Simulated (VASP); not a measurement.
Write the native input for VASP 6.6.1 that does the following.

| Item | Value |
| --- | --- |
| Task | single point |
| Functional | LDA |
| Potentials or basis | VASP PAW LDA potentials, release 64 (Pt) |
| Cutoff | 500 eV |
| k mesh | 18 × 18 × 18 |
| Occupations | fermi-dirac, width 0.05 eV |
| Spin | no spin polarisation |
| Dipole correction | no |
| Further INCAR settings | ALGO = Normal; EDIFF = 1e-06; NBANDS = 11 |

The structure of Pt lies in POSCAR:

```
Pt
1.0
    0.0000000000      1.9469164434      1.9469164434
    1.9469164434      0.0000000000      1.9469164434
    1.9469164434      1.9469164434      0.0000000000
Pt
1
Direct
    0.0000000000      0.0000000000      0.0000000000
```

These files were run (other wordings do the same):

INCAR

```
SYSTEM = Pt
ALGO = Normal
EDIFF = 1E-6
ENCUT = 500
GGA_COMPAT = .False.
ISIF = 2
ISMEAR = -1
LASPH = .True.
LCHARG = .True.
LELF = .True.
LREAL = .False.
LVHAR = .True.
LWAVE = .False.
NBANDS = 11
NELM = 120
PREC = Accurate
SIGMA = 0.05
```

KPOINTS

```
k-points
0
Gamma
  18 18 18
  0 0 0
```

Potentials or basis: VASP PAW LDA potentials, release 64 (Pt).

Launch:

```console
$ cat potpaw_LDA.64/Pt/POTCAR > POTCAR
$ mpirun -np 1 vasp_std > vasp.out
```

It gave:

* Pressure: 0.8 GPa
* Band gap on the k mesh: zero (bands 5 and 6 overlap by 2.31 eV)

Caveat: spin-orbit coupling is left out, which moves the levels of the heavy elements.

Wall time 11 s on 1 thread of AMD EPYC 9R45 96-Core Processor (Zen 5), on a shared host, peak memory 0.11 GiB.
